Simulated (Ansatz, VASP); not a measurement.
One calculation of BN, two programs

INCAR

```
SYSTEM = BN
ALGO     = Normal         ! electronic algorithm
EDIFF    = 1E-7           ! SCF threshold, eV
ENCUT    = 520            ! plane-wave cutoff, eV
GGA      = PS             ! functional
ISIF     = 2              ! what is computed and relaxed
ISMEAR   = 0              ! smearing method
LASPH    = .True.         ! aspherical terms in the spheres
LCHARG   = .False.        ! write CHGCAR
LREAL    = .False.        ! projectors in reciprocal space
LWAVE    = .False.        ! write WAVECAR
NBANDS   = 16             ! bands
NELM     = 60             ! most SCF steps
PREC     = Accurate       ! precision mode
SIGMA    = 0.01           ! smearing width, eV
```

File KPOINTS:

```
k-points
0
Gamma
  8 8 5
  0 0 0
```

The input POSCAR:

```
BN
1.0
    2.5146880680      0.0000000000      0.0000000000
   -1.2573440340      2.1777833291      0.0000000000
    0.0000000000      0.0000000000      4.1637126174
B N
2 2
Direct
    0.6666666667      0.3333333333      0.0000000000
    0.3333333333      0.6666666667      0.5000000000
    0.6666666667      0.3333333333      0.3750000000
    0.3333333333      0.6666666667      0.8750000000
```

Input for Ansatz:

```yaml
crystal:
  lattice:
    - [2.5146880680392223, 0.0, 0.0]
    - [-1.2573440340196111, 2.177783329081412, 0.0]
    - [0.0, 0.0, 4.163712617388287]
  atoms:
    - { symbol: B, position: [0.6666666666666666, 0.3333333333333333, 0.0] }
    - { symbol: B, position: [0.3333333333333333, 0.6666666666666666, 0.5] }
    - { symbol: "N", position: [0.6666666666666666, 0.3333333333333333, 0.375] }
    - { symbol: "N", position: [0.3333333333333333, 0.6666666666666666, 0.875] }
basis:
  ecutwfc: 544.22772491976
  xc_grid: 1
kpoints:
  mp_grid:
    grid: [8, 8, 5]
hamiltonian:
  xc: pbesol
scf:
  n_extra_bands: 4
  occupations:
    method: fixed
output:
  stress: true
```

Alike in both runs: task single point; functional PBEsol; k mesh 8 × 8 × 5; no spin polarisation.

|  | VASP | Ansatz |
| --- | --- | --- |
| version | VASP 6.6.1 | Ansatz 0.2.0 |
| potentials or method | VASP PAW PBE potentials, release 64 (B, N), cutoff 520 eV | plane waves, PAW |
| occupations | gaussian, width 0.01 eV | fixed |
| valence electrons in the cell | 16 | 16 |

```tsv
	VASP	Ansatz	Ansatz less VASP
pressure (GPa)	13.1	12.4	-0.69
traceless stress, the component that is largest in VASP (GPa)	-0.71	-0.67	+0.036
```

VASP's potentials were made for PBE, not for PBEsol.
